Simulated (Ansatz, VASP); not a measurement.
# Cu: VASP beside Ansatz

Contents of INCAR:

```
  AGGAC = 1.0
  AGGAX = 1.0
  ALDAC = 0.0
  ALDAX = 1.0
  ALGO = Normal
  EDIFF = 1E-6
  ENCUT = 520
  GGA = B5
  ISIF = 2
  ISMEAR = -1
  LASPH = T
  LCHARG = F
  LREAL = F
  LWAVE = F
  NBANDS = 12
  NELM = 60
  PREC = Accurate
  SIGMA = 0.1
```

KPOINTS

```
k-points
0
Gamma
  24 24 24
```

Contents of POSCAR:

```
Cu
1.0
    0.0000000000      1.9221919214      1.9221919214
    1.9221919214      0.0000000000      1.9221919214
    1.9221919214      1.9221919214      0.0000000000
Cu
1
Direct
    0.0000000000      0.0000000000      0.0000000000
```

Input for Ansatz:

```yaml
crystal:
  lattice:
    - [0.0, 1.9221919214, 1.9221919214]
    - [1.9221919214, 0.0, 1.9221919214]
    - [1.9221919214, 1.9221919214, 0.0]
  atoms:
    - { symbol: Cu, position: [0.0, 0.0, 0.0] }
hamiltonian:
  xc: blyp
  pseudopotentials:
    kind: paw
    azcp:
      Cu: "pseudopotentials/Cu.paw.azcp"
basis:
  ecutwfc: 420
  fft_grid_basis: typed
kpoints:
  mp_grid: { grid: [24, 24, 24], shift: [0, 0, 0] }
magnetization:
  spin_polarized: false
scf:
  occupations: { method: fermi_dirac, width: 0.1 }
output:
  stress: true
```

Alike in both runs: task single point; functional BLYP; k mesh 24 × 24 × 24; occupations fermi-dirac, width 0.1 eV; no spin polarisation.

```csv
,VASP,Ansatz
version,VASP 6.6.1,Ansatz 0.2.0
potentials or method,"VASP PAW PBE potentials, release 64 (Cu), cutoff 520 eV","plane waves (420 eV) with PAW, scalar-relativistic"
valence electrons in the cell,11,19
```

|  | VASP | Ansatz | Ansatz less VASP |
| --- | --- | --- | --- |
| pressure (GPa) | -9.2 | -9.7 | -0.55 |

VASP's potentials were made for PBE, not for BLYP. VASP's potentials hold 11 valence electrons a cell and Ansatz's 19, so a difference there can come from the potentials and not from the codes.
